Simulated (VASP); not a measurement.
# CoO (I4/mmm) in VASP: single point with PBEsol+U

Aim: the single point of CoO with PBEsol+U.

All numbers are computed with VASP 6.6.1; they aren't measurements. Logs are shortened: lines on timing, memory, paths and dates and some standing lists are left out, and cuts for length are marked.

### 1 The cell of the first run

Symmetry: I4/mmm, No. 139, tetragonal system. The conventional cell has a = 3.016 Å, b = 3.016 Å, c = 4.215 Å, α = 90.00°, β = 90.00°, γ = 90.00°. Co (site symmetry 4/mmm) has 6 O at 2.11 to 2.13 Å within 2.8 Å. Within 2.8 Å of O (site symmetry 4/mmm) lie 6 Co at 2.11 to 2.13 Å.

### 2 Single point, PBEsol+U, collinear spin, antiferromagnetic start

Contents of INCAR:

```
SYSTEM = CoO
ALGO     = Normal         ! electronic algorithm
EDIFF    = 1E-6           ! SCF threshold, eV
ENCUT    = 700            ! plane-wave cutoff, eV
GGA      = PS             ! functional
GGA_COMPAT= .False.      
ISIF     = 2              ! what is computed and relaxed
ISMEAR   = 0              ! smearing method
ISPIN    = 2              ! spin polarisation
LASPH    = .True.         ! aspherical terms in the spheres
LCHARG   = .False.        ! write CHGCAR
LDAU     = .True.         ! DFT+U
LDAUJ    = 0 0          
LDAUL    = 2 -1           ! shell
LDAUPRINT= 1            
LDAUTYPE = 2            
LDAUU    = 7 0            ! U, eV
LMAXMIX  = 4              ! l up to which the mixer works
LORBIT   = 11             ! projections on sites
LREAL    = .False.        ! projectors in reciprocal space
LWAVE    = .False.        ! write WAVECAR
MAGMOM   = 3 -3 0 0       ! initial moments
NBANDS   = 35             ! bands
NELM     = 200            ! most SCF steps
PREC     = Accurate       ! precision mode
SIGMA    = 0.05           ! smearing width, eV
```

Contents of KPOINTS:

```
k-points
0
Gamma
  8 8 8
  0 0 0
```

Contents of POSCAR:

```
CoO
1.0
    0.0000000000      3.0160008800      0.0000000000
    3.0160008800      0.0000000000      0.0000000000
    3.0160008800      3.0160008800     -4.2145007200
Co O
2 2
Direct
    0.0000000000      0.0000000000      0.0000000000
    0.0000000000      0.0000000000      0.5000000000
    0.5000000000      0.5000000000      0.5000000000
    0.5000000000      0.5000000000      0.0000000000
```

Potentials or basis: VASP PAW PBE potentials, release 64 (Co_sv, O).

Started as:

```
cat potpaw_PBE.64/Co_sv/POTCAR potpaw_PBE.64/O/POTCAR > POTCAR
mpirun -np 1 vasp_std > vasp.out
```

OUTCAR:

```text
SYSTEM = CoO
   EDIFF = 1E-6
   ENCUT = 700
   GGA = PS
   ISIF = 2
   ISMEAR = 0
   ISPIN = 2
   LASPH = .True.
   LORBIT = 11
   LREAL = .False.
   NELM = 200
   PREC = Accurate

 ion  position               nearest neighbor table
   1  0.000  0.000  0.000-   3 2.11   3 2.11   4 2.13   4 2.13   4 2.13   4 2.13
   2  0.000  0.000  0.500-   4 2.11   4 2.11   3 2.13   3 2.13   3 2.13   3 2.13
   3  0.500  0.500  0.500-   1 2.11   1 2.11   2 2.13   2 2.13   2 2.13   2 2.13
   4  0.500  0.500  0.000-   2 2.11   2 2.11   1 2.13   1 2.13   1 2.13   1 2.13

  LATTYP: Found a simple tetragonal cell.
 ALAT       =     3.0160008800
 C/A-ratio  =     1.3973804676

  Lattice vectors:

 A1 = (   0.0000000000,   3.0160008800,   0.0000000000)
 A2 = (   3.0160008800,   0.0000000000,   0.0000000000)
 A3 = (   0.0000000000,   0.0000000000,  -4.2145007200)

Analysis of symmetry for initial positions (statically):
=====================================================================
 Subroutine PRICEL returns following result:

  LATTYP: Found a body centered tetragonal cell.
 ALAT       =     3.0160008800
 C/A-ratio  =     1.3973804676
[... 12 lines left out ...]
 Subroutine GETGRP returns: Found 16 space group operations
 (whereof 16 operations were pure point group operations)
 out of a pool of 16 trial point group operations.

The static configuration has the point symmetry D_4h.

Analysis of symmetry for dynamics (positions and initial velocities):
=====================================================================
 Subroutine PRICEL returns following result:

  LATTYP: Found a body centered tetragonal cell.
 ALAT       =     3.0160008800
 C/A-ratio  =     1.3973804676
[... 12 lines left out ...]
 Subroutine GETGRP returns: Found 16 space group operations
 (whereof 16 operations were pure point group operations)
 out of a pool of 16 trial point group operations.

The dynamic configuration has the point symmetry D_4h.

Analysis of structural, dynamic, and magnetic symmetry:
=====================================================================
 Subroutine PRICEL returns following result:

[... 223 lines left out ...]
  o =  0.9246  v =  0.0000 -0.9910  0.0000  0.1340 -0.0000  0.0000  0.0000  0.0000  0.0000  0.0000      0.0000  0.0000  0.0000  0.0000  0.0000  0.0000  0.0000  0.0000  0.0000  0.0000
  o =  0.9352  v =  0.0000  0.0000  0.0000  0.0000  0.0000  0.0000 -0.9937  0.0000 -0.1124  0.0000      0.0000  0.0000  0.0000  0.0000  0.0000  0.0000  0.0000  0.0000  0.0000  0.0000
  o =  0.9352  v =  0.0000  0.0000  0.0000  0.0000  0.0000  0.0000  0.1124 -0.0000 -0.9937 -0.0000      0.0000  0.0000  0.0000  0.0000  0.0000  0.0000  0.0000  0.0000  0.0000  0.0000
  o =  0.9407  v =  0.0000  0.0000  0.0000  0.0000  0.0000  0.0000 -0.0000 -0.0000  0.0000 -1.0000      0.0000  0.0000  0.0000  0.0000  0.0000  0.0000  0.0000  0.0000  0.0000  0.0000
  o =  0.9666  v =  0.0000  0.0000  0.0000  0.0000  0.0000  0.0000 -0.0000 -1.0000 -0.0000  0.0000      0.0000  0.0000  0.0000  0.0000  0.0000  0.0000  0.0000  0.0000  0.0000  0.0000
  o =  0.9674  v =  0.0000  0.0000  0.0000  0.0000  0.0000  1.0000  0.0000  0.0000  0.0000  0.0000      0.0000  0.0000  0.0000  0.0000  0.0000  0.0000  0.0000  0.0000  0.0000  0.0000

 number of electron      46.0000012 magnetization      -0.0000000

 Free energy of the ion-electron system (eV)
  ---------------------------------------------------
  ext. energy  EPLUGINS =         0.00000000
  ---------------------------------------------------
  free energy    TOTEN  =       -22.45787636 eV

  energy without entropy =      -22.45787636  energy(sigma->0) =      -22.45787636

 E-fermi :   8.6540     XC(G=0): -12.9175

 val. band max:        8.3397285881   @ k =   0.5000   0.0000   0.0000
 cond. band min:      10.0018843871   @ k =   0.0000   0.0000   0.5000
 fundamental gap:      1.6621557991
 Fermi energy:         8.6539759268

 spin component 1

 k-point     1 :       0.0000    0.0000    0.0000
  band No.  band energies     occupation
      1     -87.7811      1.00000
      2     -84.4643      1.00000
      3     -51.7763      1.00000
      4     -51.7763      1.00000
      5     -49.9458      1.00000
      6     -48.1806      1.00000
[... 1817 lines left out ...]
     34      25.4934      0.00000
     35      26.5568      0.00000

 [... further k-points ...]

------------------------ aborting loop because EDIFF is reached ----------------------------------------

  FORCE on cell =-STRESS in cart. coord.  units (eV):
  Direction    XX          YY          ZZ          XY          YZ          ZX
  --------------------------------------------------------------------------------------
  -------------------------------------------------------------------------------------
  Total       -0.8942889     -0.8942889      2.6610285      0.0000000     -0.0000000      0.0000000
  in kB      -37.3748428    -37.3748428    111.2118440      0.0000000     -0.0000000      0.0000000
  external PRESSURE =      12.1540528 kB  Pullay stress =       0.0000000 kB

 VOLUME and BASIS-vectors are now :
 -----------------------------------------------------------------------------
  energy-cutoff  :      700.00
  volume of cell :       38.34
      direct lattice vectors                 reciprocal lattice vectors
     0.000000000  3.016000880  0.000000000     0.000000000  0.331564890  0.237276030
     3.016000880  0.000000000  0.000000000     0.331564890  0.000000000  0.237276030
     3.016000880  3.016000880 -4.214500720     0.000000000  0.000000000 -0.237276030

 POSITION                                       TOTAL-FORCE (eV/Angst)
 -----------------------------------------------------------------------------------
      0.00000      0.00000      0.00000        -0.000000      0.000000     -0.000000
      1.50800      1.50800     -2.10725        -0.000000     -0.000000      0.000000
      3.01600      3.01600     -2.10725         0.000000     -0.000000     -0.000000
      1.50800      1.50800      0.00000         0.000000      0.000000     -0.000000
 -----------------------------------------------------------------------------------
    total drift:                                0.000000      0.000000     -0.000000

  FREE ENERGIE OF THE ION-ELECTRON SYSTEM (eV)
  ---------------------------------------------------
  free  energy   TOTEN  =       -22.4578763630 eV

  energy  without entropy=      -22.4578763630  energy(sigma->0) =      -22.45787636

 total charge

# of ion       s       p       d       tot
------------------------------------------
    1        2.152   6.070   6.725  14.947
    2        2.152   6.070   6.725  14.947
    3        1.539   3.475   0.000   5.014
    4        1.539   3.475   0.000   5.014
--------------------------------------------------
tot          7.382  19.090  13.449  39.922

 magnetization (x)

# of ion       s       p       d       tot
------------------------------------------
    1        0.016   0.012   2.732   2.759
    2       -0.016  -0.012  -2.732  -2.759
    3       -0.008  -0.073   0.000  -0.081
    4        0.008   0.073   0.000   0.081
--------------------------------------------------
tot          0.000   0.000   0.000   0.000
```

OSZICAR:

```text
N       E                     dE             d eps       ncg     rms          rms(c)
DAV:   1     0.853512497548E+03    0.85351E+03   -0.29180E+04 14430   0.390E+03
DAV:   2     0.564081286780E+02   -0.79710E+03   -0.75074E+03 15773   0.103E+03
DAV:   3    -0.183670382689E+02   -0.74775E+02   -0.72307E+02 16267   0.297E+02
DAV:   4    -0.199721321139E+02   -0.16051E+01   -0.15906E+01 15499   0.409E+01
DAV:   5    -0.200231915021E+02   -0.51059E-01   -0.51052E-01 14134   0.760E+00    0.215E+01
DAV:   6    -0.187458421304E+02    0.12773E+01   -0.25512E+01 15611   0.102E+02    0.322E+01
DAV:   7    -0.210839093258E+02   -0.23381E+01   -0.58772E+00 15004   0.438E+01    0.147E+01
DAV:   8    -0.219140083312E+02   -0.83010E+00   -0.89561E-01 16458   0.156E+01    0.903E+00
DAV:   9    -0.223825295449E+02   -0.46852E+00   -0.31447E-01 15233   0.107E+01    0.260E+00
DAV:  10    -0.224532389043E+02   -0.70709E-01   -0.14156E-01 15708   0.406E+00    0.837E-01
DAV:  11    -0.224570216988E+02   -0.37828E-02   -0.19583E-02 11957   0.147E+00    0.639E-01
DAV:  12    -0.224577428753E+02   -0.72118E-03   -0.10086E-03 16716   0.435E-01    0.357E-01
DAV:  13    -0.224578385605E+02   -0.95685E-04   -0.32594E-04 16454   0.439E-01    0.125E-01
DAV:  14    -0.224578715854E+02   -0.33025E-04   -0.15300E-04 15676   0.195E-01    0.305E-02
DAV:  15    -0.224578756120E+02   -0.40266E-05   -0.25351E-05 13555   0.475E-02    0.127E-02
DAV:  16    -0.224578763630E+02   -0.75097E-06   -0.10307E-06  7432   0.132E-02
   1 F= -.22457876E+02 E0= -.22457876E+02  d E =-.771403E-21  mag=     0.0000
```

It took 8.5 min on 1 thread of Intel Xeon Platinum 8375C at 2.90GHz (Ice Lake), shared host; peak memory 0.37 GiB.

Results:

| Property | Result |
| --- | --- |
| Free energy | -22.4579 eV |
| Pressure | 1.2 GPa |
| Band gap on the k mesh | 1.66 eV |
| Net moment | 0.00 μB per cell |
| Site moments | Co +2.76, -2.76; O -0.08, +0.08 μB |
| Valence electrons inside the program's atomic spheres | Co 14.95; O 5.01 |

Stress tensor (GPa, compression positive):
```
-3.74  0.00  0.00
 0.00 -3.74  0.00
 0.00  0.00 11.12
```

Levels at points of the mesh, in eV from the valence-band top:
Spin up:
```tsv
k point	band 20	band 21	band 22	band 23	band 24	band 25	band 26	band 27
(0.00, 0.00, 0.00)	-2.39	-2.01	-2.01	-1.89	1.67	1.86	3.11	4.57
(0.50, 0.00, 0.00)	-2.62	-1.80	-0.31	0.00	3.79	5.16	5.52	5.78
(0.50, 0.50, 0.00)	-3.22	-3.17	-2.58	-2.58	3.67	4.20	4.79	6.42
(0.00, 0.00, 0.50)	-2.03	-2.03	-1.48	-1.48	1.66	3.11	4.01	5.56
(0.50, 0.00, 0.50)	-2.47	-2.27	-1.33	-0.69	3.76	4.70	5.15	7.23
(0.50, 0.50, 0.50)	-3.14	-2.01	-2.01	-1.97	3.70	4.20	5.44	8.73
```
Spin down:
```
           k point  band 21  band 22  band 23  band 24  band 25  band 26
(0.00, 0.00, 0.00)    -2.01    -2.01    -1.89     1.67     1.86     3.11
(0.50, 0.00, 0.00)    -1.80    -0.31     0.00     3.79     5.16     5.52
(0.50, 0.50, 0.00)    -3.17    -2.58    -2.58     3.67     4.20     4.79
(0.00, 0.00, 0.50)    -2.03    -1.48    -1.48     1.66     3.11     4.01
(0.50, 0.00, 0.50)    -2.27    -1.33    -0.69     3.76     4.70     5.15
(0.50, 0.50, 0.50)    -2.01    -2.01    -1.97     3.70     4.20     5.44
```

Eigenvalues of the final occupation matrices:
```tsv
site	spin	trace	eigenvalues
site 1 d	1	4.75	0.94 0.94 0.94 0.97 0.97
site 1 d	2	2.01	0.02 0.06 0.08 0.92 0.92
site 2 d	1	2.01	0.02 0.06 0.08 0.92 0.92
site 2 d	2	4.75	0.94 0.94 0.94 0.97 0.97
```

Caveat: the stress differs along the axes, from -4 to 11 GPa; the PAW data sets were made with another functional, which shifts forces and pressure a little. A k mesh can miss the band edges.
